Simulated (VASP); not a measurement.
# ZrSi23C24 (a cell with a defect) in VASP: single point with PBE

Aim: the single point of ZrSi23C24 (a cell with a defect) with PBE.

All numbers are computed with VASP 6.6.1; they aren't measurements. Logs are shortened: lines on timing, memory, paths and dates and some standing lists are left out, and cuts for length are marked.

### 1 The cell of the first run

The cell holds a defect, 48 atoms: a = 6.190 Å, b = 6.190 Å, c = 15.170 Å, α = 90.00°, β = 90.00°, γ = 120.00°.

### 2 Single point, PBE

INCAR reads:

```
  ALGO = Normal
  EDIFF = 1E-6
  ENCUT = 520
  GGA = PE
  ISIF = 2
  ISMEAR = -1
  LASPH = T
  LCHARG = F
  LREAL = Auto
  LWAVE = F
  NBANDS = 130
  NELM = 100
  PREC = Accurate
  SIGMA = 0.01
```

KPOINTS reads:

```
k-points
0
Gamma
  4 4 2
```

POSCAR reads:

```
ZrSi23C24
1.0
    6.1900000000      0.0000000000      0.0000000000
   -3.0950000000      5.3606972494      0.0000000000
    0.0000000000      0.0000000000     15.1700000000
Si Zr C
23 1 24
Direct
   -0.0027746679     -0.0055493358      0.1281375197
   -0.0027746679      0.5027746679      0.1281375197
    0.5000000000      0.0000000000      0.1271944111
    0.5055493358      0.5027746679      0.1281375197
   -0.0001205485     -0.0002410971      0.6241467196
   -0.0001205485      0.5001205485      0.6241467196
    0.5000000000      0.0000000000      0.6208757950
    0.5002410971      0.5001205485      0.6241467196
    0.1666666667      0.3333333333      0.2918068291
    0.1673245296      0.8336622648      0.2936761893
    0.6663377352      0.3326754704      0.2936761893
    0.6663377352      0.8336622648      0.2936761893
    0.3347639724      0.1652360276      0.7877588496
    0.3347639724      0.6695279448      0.7877588496
    0.8304720552      0.1652360276      0.7877588496
    0.8333333333      0.6666666667      0.7917150976
    0.1662342686      0.8331171343      0.9593886802
    0.6668828657      0.3337657314      0.9593886802
    0.6668828657      0.8331171343      0.9593886802
    0.3328988259      0.1671011741      0.4580737123
    0.3328988259      0.6657976519      0.4580737123
    0.8342023481      0.1671011741      0.4580737123
    0.8333333333      0.6666666667      0.4584895658
    0.1666666667      0.3333333333      0.9569571003
   -0.0145080303     -0.0290160606      0.0060443456
   -0.0145080303      0.5145080303      0.0060443456
    0.5000000000      0.0000000000      0.0012802670
    0.5290160606      0.5145080303      0.0060443456
   -0.0001188255     -0.0002376510      0.4993466686
   -0.0001188255      0.5001188255      0.4993466686
    0.5000000000      0.0000000000      0.4969151737
    0.5002376510      0.5001188255      0.4993466686
    0.1666666667      0.3333333333      0.1661914095
    0.1682116027      0.8341058014      0.1698169270
    0.6658941986      0.3317883973      0.1698169270
    0.6658941986      0.8341058014      0.1698169270
    0.3354467811      0.1645532189      0.6635662417
    0.3354467811      0.6708935622      0.6635662417
    0.8291064378      0.1645532189      0.6635662417
    0.8333333333      0.6666666667      0.6666503475
    0.1666666667      0.3333333333      0.8166061196
    0.1673336437      0.8336668219      0.8332414477
    0.6663331781      0.3326663563      0.8332414477
    0.6663331781      0.8336668219      0.8332414477
    0.3327142318      0.1672857682      0.3338626435
    0.3327142318      0.6654284637      0.3338626435
    0.8345715363      0.1672857682      0.3338626435
    0.8333333333      0.6666666667      0.3341380493
```

Potentials or basis: VASP PAW PBE potentials, release 64 (Si, Zr_sv, C).

Launch:

```sh
$ cat potpaw_PBE.64/Si/POTCAR potpaw_PBE.64/Zr_sv/POTCAR potpaw_PBE.64/C/POTCAR > POTCAR
$ mpirun -np 1 vasp_std > vasp.out
```

OUTCAR:

```text
EDIFF = 1E-6
   ENCUT = 520
   GGA = PE
   ISIF = 2
   ISMEAR = -1
   LASPH = T
   LREAL = Auto
   NELM = 100
   PREC = Accurate

 ion  position               nearest neighbor table
   1  0.997  0.994  0.128-  25 1.86  34 1.89  36 1.89  33 1.91   2 3.04   4 3.04  12 3.07  10 3.07
                             9 3.08   3 3.10   3 3.10  19 3.11  17 3.11   4 3.15   2 3.15  24 3.17
   2  0.997  0.503  0.128-  26 1.86  34 1.89  35 1.89  33 1.91   1 3.04   4 3.04  10 3.07  11 3.07
                             9 3.08   3 3.10   3 3.10  17 3.11  18 3.11   1 3.15   4 3.15  24 3.17
   3  0.500  0.000  0.127-  36 1.89  35 1.89  34 1.89  27 1.91  11 3.09  10 3.09  12 3.09   4 3.10
                             2 3.10   4 3.10   2 3.10   1 3.10   1 3.10  18 3.11  17 3.11  19 3.11
   4  0.506  0.503  0.128-  28 1.86  35 1.89  36 1.89  33 1.91   1 3.04   2 3.04  12 3.07  11 3.07
                             9 3.08   3 3.10   3 3.10  19 3.11  18 3.11   1 3.15   2 3.15  24 3.17
   5  1.000  1.000  0.624-  29 1.89  37 1.90  39 1.90  40 1.90  13 3.06  15 3.06  23 3.08  20 3.09
                            22 3.09   8 3.09   6 3.09   7 3.10   7 3.10   8 3.10   6 3.10  16 3.11
   6  1.000  0.500  0.624-  30 1.89  39 1.90  38 1.90  40 1.90  15 3.06  14 3.06  23 3.08  22 3.09
                            21 3.09   5 3.09   8 3.09   7 3.10   7 3.10   5 3.10   8 3.10  16 3.11
   7  0.500  0.000  0.621-  38 1.88  37 1.88  39 1.88  31 1.88  21 3.05  22 3.05  20 3.05  14 3.09
                            15 3.09  13 3.09   8 3.10   5 3.10   6 3.10   6 3.10   8 3.10   5 3.10
   8  0.500  0.500  0.624-  32 1.89  37 1.90  38 1.90  40 1.90  13 3.06  14 3.06  23 3.08  20 3.09
                            21 3.09   5 3.09   6 3.09   7 3.10   7 3.10   5 3.10   6 3.10  16 3.11
   9  0.167  0.333  0.292-  45 1.89  46 1.89  47 1.89  33 1.91   1 3.08   4 3.08   2 3.08  20 3.09
[... 53 lines left out ...]
  47  0.835  0.167  0.334-  22 1.88  11 1.89  12 1.89   9 1.89
  48  0.833  0.667  0.334-  23 1.89  12 1.89  11 1.89  10 1.89

  LATTYP: Found a hexagonal cell.
 ALAT       =     6.1900000000
 C/A-ratio  =     2.4507269790

  Lattice vectors:

 A1 = (   6.1900000000,   0.0000000000,   0.0000000000)
 A2 = (  -3.0950000000,   5.3606972494,   0.0000000000)
 A3 = (   0.0000000000,   0.0000000000,  15.1700000000)

Analysis of symmetry for initial positions (statically):
=====================================================================
 Subroutine PRICEL returns:
 Original cell was already a primitive cell.

 Routine SETGRP: Setting up the symmetry group for a
 hexagonal supercell.

 Subroutine GETGRP returns: Found  6 space group operations
 (whereof  2 operations were pure point group operations)
 out of a pool of 24 trial point group operations.

The static configuration has the point symmetry C_1h.
 The point group associated with its full space group is C_3v.

Analysis of symmetry for dynamics (positions and initial velocities):
=====================================================================
 Subroutine PRICEL returns:
 Original cell was already a primitive cell.

 Routine SETGRP: Setting up the symmetry group for a
 hexagonal supercell.

 Subroutine GETGRP returns: Found  6 space group operations
 (whereof  2 operations were pure point group operations)
 out of a pool of 24 trial point group operations.

The dynamic configuration has the point symmetry C_1h.
 The point group associated with its full space group is C_3v.

 Subroutine INISYM returns: Found  6 space group operations
 (whereof  2 operations are pure point group operations),
 and found     1 'primitive' translations

----------------------------------------------------------------------------------------

                                     Primitive cell

  volume of cell :     503.3818

  direct lattice vectors                    reciprocal lattice vectors
     6.190000000  0.000000000  0.000000000     0.161550889  0.093271449  0.000000000
    -3.095000000  5.360697249  0.000000000     0.000000000  0.186542898  0.000000000
     0.000000000  0.000000000 15.170000000     0.000000000  0.000000000  0.065919578

  length of vectors
     6.190000000  6.190000000 15.170000000     0.186542898  0.186542898  0.065919578

  position of ions in fractional coordinates (direct lattice)
     0.997225332  0.994450664  0.128137520
     0.997225332  0.502774668  0.128137520
     0.500000000  0.000000000  0.127194411
     0.505549336  0.502774668  0.128137520
     0.999879452  0.999758903  0.624146720
     0.999879452  0.500120549  0.624146720
[... 40 lines left out ...]
     0.834571536  0.167285768  0.333862643
     0.833333333  0.666666667  0.334138049

  ion indices of the primitive-cell ions
   primitive index   ion index
                 1           1
                 2           2
                 3           3
                 4           4
                 5           5
                 6           6
[... 40 lines left out ...]
                47          47
                48          48

----------------------------------------------------------------------------------------

 KPOINTS: k-points

Automatic generation of k-mesh.
 Grid dimensions read from file:
 generate k-points for:    4    4    2

 Generating k-lattice:

  Cartesian coordinates                     Fractional coordinates (reciprocal lattice)
     0.040387722  0.023317862  0.000000000     0.250000000  0.000000000  0.000000000
     0.000000000  0.046635724  0.000000000     0.000000000  0.250000000  0.000000000
     0.000000000  0.000000000  0.032959789     0.000000000  0.000000000  0.500000000

  Length of vectors
     0.046635724  0.046635724  0.032959789

  Shift w.r.t. Gamma in fractional coordinates (k-lattice)
     0.000000000  0.000000000  0.000000000

 Subroutine IBZKPT returns following result:
 ===========================================

 Found      8 irreducible k-points:

 Following reciprocal coordinates:
            Coordinates               Weight
  0.000000  0.000000  0.000000      1.000000
  0.250000  0.000000  0.000000      6.000000
  0.500000  0.000000  0.000000      3.000000
  0.250000  0.250000  0.000000      6.000000
  0.000000  0.000000  0.500000      1.000000
  0.250000  0.000000  0.500000      6.000000
  0.500000  0.000000  0.500000      3.000000
  0.250000  0.250000  0.500000      6.000000
   k-points           NKPTS =      8   k-points in BZ     NKDIM =      8   number of bands    NBANDS=    130
   number of dos      NEDOS =    301   number of ions     NIONS =     48
   total plane-waves  NPLWV = 276480
   dimension x,y,z NGX =    48 NGY =   48 NGZ =  120
   dimension x,y,z NGXF=    96 NGYF=   96 NGZF=  240
   ions per type =              23   1  24
   NGX,Y,Z   is equivalent  to a cutoff of  12.89, 12.89, 13.15 a.u.
   NGXF,Y,Z  is equivalent  to a cutoff of  25.78, 25.78, 26.30 a.u.
 SYSTEM =  unknown system
   PREC   = accura    normal or accurate (medium, high low for compatibility)
   ISTART =      0    job   : 0-new  1-cont  2-samecut
   ICHARG =      2    charge: 1-file 2-atom 10-const
   ISPIN  =      1    spin polarized calculation?
   LNONCOLLINEAR =      F non collinear calculations
   LSORBIT =      F    spin-orbit coupling
   LASPH  =      T    aspherical Exc in radial PAW
   ENCUT  =  520.0 eV  38.22 Ry    6.18 a.u.  11.51 11.51 28.21*2*pi/ulx,y,z
   NELM   =    100;   NELMIN=  2; NELMDL= -5     # of ELM steps
   EDIFF  = 0.1E-05   stopping-criterion for ELM
   LREAL  =      T    real-space projection
   EDIFFG = 0.1E-04   stopping-criterion for IOM
   NSW    =      0    number of steps for IOM
   IBRION =     -1    ionic relax: 0-MD 1-quasi-New 2-CG
   NFREE  =      0    steps in history (QN), initial steepest desc. (CG)
   ISIF   =      2    stress and relaxation
   ISYM   =      2    0-nonsym 1-usesym 2-fastsym
   POTIM  = 0.5000    time-step for ionic-motion
   TEBEG  =    0.0;   TEEND  =   0.0 temperature during run
   PSTRESS=    0.0 pullay stress
   NELECT =     200.0000    total number of electrons
   NUPDOWN=      -1.0000    fix difference up-down
   EMIN   =  10.00;   EMAX   =-10.00  energy-range for DOS
   EFERMI =   0.00;   METHOD = LEGACY
   ISMEAR =    -1;   SIGMA  =   0.01  broadening in eV -4-tet -1-fermi 0-gaus
   EFERMI_NEDOS =   21; number of points for ismear=-14 and -15
   IALGO  =     38    algorithm
   IMIX   =      4    mixing-type and parameters
     AMIX     =   0.40;   BMIX     =  1.00
     AMIX_MAG =   1.60;   BMIX_MAG =  1.00
  volume/ion in A,a.u.               =      10.49        70.77
  Fermi-wavevector in a.u.,A,eV,Ry     =   1.203517  2.274318 19.707411  1.448454
  Thomas-Fermi vector in A             =   2.339268
   LORBIT       =      0    0 simple, 1 ext, 2 COOP (PROOUT), +10 PAW based schemes
   GGA     = PE    functional components
   LHFCALC =     F    Hartree Fock is set to
   AEXX    =    0.0000 exact exchange contribution
   IVDW    =     0    specifies the selected vdW correction
   LEPSILON=     F    determine dielectric tensor
   LRPA    =     F    only Hartree local field effects (RPA)
 non-spin polarized calculation
  energy-cutoff  :      520.00
  volume of cell :      503.38
 maximum number of plane-waves:     13665
 NGX is ok and might be reduce to    48
   NGX = 23   NGY = 23   NGZ = 57

 number of electron     200.0000003 magnetization

 Free energy of the ion-electron system (eV)
  ---------------------------------------------------
  ext. energy  EPLUGINS =         0.00000000
  ---------------------------------------------------
  free energy    TOTEN  =      -362.20940352 eV

  energy without entropy =     -362.20940352  energy(sigma->0) =     -362.20940352

 E-fermi :   8.4439     XC(G=0): -11.3650

 val. band max:        8.1696164312   @ k =   0.5000   0.0000   0.5000
 cond. band min:      10.0871955929   @ k =   0.0000   0.0000   0.0000
 fundamental gap:      1.9175791617
 Fermi energy:         8.4439052076

 k-point     1 :       0.0000    0.0000    0.0000
  band No.  band energies     occupation
      1     -39.0038      2.00000
      2     -17.3616      2.00000
      3     -17.3616      2.00000
      4     -17.2935      2.00000
      5      -7.1722      2.00000
      6      -6.6941      2.00000
[... 909 lines left out ...]
    111      12.7212      0.00000
    112      12.8642      0.00000
 [bands above 112 left out]

------------------------ aborting loop because EDIFF is reached ----------------------------------------

  FORCE on cell =-STRESS in cart. coord.  units (eV):
  Direction    XX          YY          ZZ          XY          YZ          ZX
  --------------------------------------------------------------------------------------
  -------------------------------------------------------------------------------------
  Total       14.4445863     14.4445863     17.1895764      0.0000000      0.0000000      0.0000000
  in kB       45.9746232     45.9746232     54.7114528      0.0000000      0.0000000      0.0000000
  external PRESSURE =      48.8868998 kB  Pullay stress =       0.0000000 kB

 VOLUME and BASIS-vectors are now :
 -----------------------------------------------------------------------------
  energy-cutoff  :      520.00
  volume of cell :      503.38
      direct lattice vectors                 reciprocal lattice vectors
     6.190000000  0.000000000  0.000000000     0.161550889  0.093271449  0.000000000
    -3.095000000  5.360697249  0.000000000     0.000000000  0.186542898  0.000000000
     0.000000000  0.000000000 15.170000000     0.000000000  0.000000000  0.065919578

 POSITION                                       TOTAL-FORCE (eV/Angst)
 -----------------------------------------------------------------------------------
      3.09500      5.33095      1.94385        -0.000000      0.005653     -0.009967
      4.61674      2.69522      1.94385         0.004895     -0.002826     -0.009967
      3.09500      0.00000      1.92954         0.000000      0.000000      0.025950
      1.57326      2.69522      1.94385        -0.004895     -0.002826     -0.009967
      3.09500      5.35940      9.46831         0.000000     -0.001909      0.000168
      4.64138      2.68099      9.46831        -0.001654      0.000955      0.000168
[... 40 lines left out ...]
      4.64825      0.89677      5.06470        -0.003885     -0.002243      0.004831
      3.09500      3.57380      5.06887         0.000000      0.000000      0.014176
 -----------------------------------------------------------------------------------
    total drift:                                0.000002     -0.000001     -0.023810

  FREE ENERGIE OF THE ION-ELECTRON SYSTEM (eV)
  ---------------------------------------------------
  free  energy   TOTEN  =      -362.2094035176 eV

  energy  without entropy=     -362.2094035176  energy(sigma->0) =     -362.20940352
```

Wall time 19 min (1 thread of Intel Xeon Platinum 8488C (Sapphire Rapids), shared host); peak memory 0.76 GiB.

What came out:

```yaml
Free_energy: -362.2094 eV
Pressure: 4.9 GPa
Largest_force: 0.031 eV/Å
Band_gap_on_the_k_mesh: 1.92 eV
```

Forces in eV/Å, atoms in the order of the input:
```
Si   0.000  0.006 -0.010
Si   0.005 -0.003 -0.010
Si   0.000  0.000  0.026
Si  -0.005 -0.003 -0.010
Si   0.000 -0.002  0.000
Si  -0.002  0.001  0.000
Si   0.000  0.000  0.021
Si   0.002  0.001  0.000
Si   0.000  0.000  0.024
Si  -0.005 -0.003 -0.017
Si   0.000  0.005 -0.017
Si   0.005 -0.003 -0.017
Si  -0.016  0.009  0.009
Si   0.000 -0.019  0.009
Si   0.016  0.009  0.009
Si   0.000  0.000  0.012
Si  -0.001 -0.001 -0.014
Si   0.000  0.001 -0.014
Si   0.001 -0.001 -0.014
Si   0.000  0.000 -0.005
Si   0.000  0.000 -0.005
Si   0.000  0.000 -0.005
Si   0.000  0.000 -0.002
Zr   0.000  0.000 -0.016
C    0.000  0.007  0.011
C    0.006 -0.004  0.011
C    0.000  0.000 -0.031
C   -0.006 -0.004  0.011
C    0.000 -0.004 -0.008
C   -0.004  0.002 -0.008
C    0.000  0.000  0.023
C    0.004  0.002 -0.008
C    0.000  0.000 -0.023
C    0.003  0.002  0.005
C    0.000 -0.003  0.005
C   -0.003  0.002  0.005
C    0.011 -0.006  0.009
C    0.000  0.013  0.009
C   -0.011 -0.006  0.009
C    0.000  0.000  0.002
C    0.000  0.000 -0.025
C   -0.017 -0.010  0.007
C    0.000  0.020  0.007
C    0.017 -0.010  0.007
C    0.004 -0.002  0.005
C    0.000  0.004  0.005
C   -0.004 -0.002  0.005
C    0.000  0.000  0.014
```

Stress tensor (GPa, compression positive):
```
4.60 0.00 0.00
0.00 4.60 0.00
0.00 0.00 5.47
```

Levels at points of the mesh, in eV from the valence-band top:
| k point | band 98 | band 99 | band 100 | band 101 | band 102 | band 103 |
| --- | --- | --- | --- | --- | --- | --- |
| (0.00, 0.00, 0.00) | -0.13 | -0.09 | -0.09 | 1.92 | 1.98 | 1.98 |
| (0.50, 0.00, 0.00) | -0.45 | -0.24 | -0.01 | 3.11 | 3.23 | 3.32 |
| (0.00, 0.00, 0.50) | -0.29 | -0.11 | -0.11 | 2.01 | 2.02 | 2.02 |
| (0.50, 0.00, 0.50) | -0.51 | -0.26 | 0.00 | 3.09 | 3.25 | 3.32 |
